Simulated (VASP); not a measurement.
Input of a VASP 6.6.1 run:

INCAR

```
  PREC = Accurate
  ENCUT = 500
  EDIFF = 1E-6
  ISMEAR = 0
  SIGMA = 0.01
  LREAL = False
  LASPH = True
  NELM = 120
  ALGO = Normal
  ISIF = 2
  LWAVE = False
  LCHARG = False
  GGA = PS
  NBANDS = 17
  GGA_COMPAT = False
```

KPOINTS

```
Automatic mesh
0
Gamma
  4 4 4
```

File POSCAR:

```
PbS
1.0
    4.0896976900      0.0000000000      0.0000000000
   -2.0448488400      3.5417820900      0.0000000000
    0.0000000000      0.0000000000      3.7881670000
Pb S
1 1
Direct
    0.0000000000      0.0000000000      0.0000000000
    0.6666666685      0.3333333305      0.5000000000
```

Potentials or basis: VASP PAW PBE potentials, release 64 (Pb_d, S).

Command:

```bash
$ cat potpaw_PBE.64/Pb_d/POTCAR potpaw_PBE.64/S/POTCAR > POTCAR
$ mpirun -np 1 vasp_std > vasp.out
```

Q: What does it give for the pressure?

A: -2.7 GPa.

Q: What does it give for the band gap on the k mesh?

A: 0.17 eV, indirect (least direct gap 0.77 eV).

Stress tensor (GPa, compression positive):
```
-2.81  0.00  0.00
 0.00 -2.81  0.00
 0.00  0.00 -2.49
```

Caveat: the k points lie up to 0.44 Å⁻¹ apart; the PAW data sets were made with another functional, which shifts forces and pressure a little; spin-orbit coupling is left out, which moves the levels of the heavy elements. A k mesh can miss the band edges.
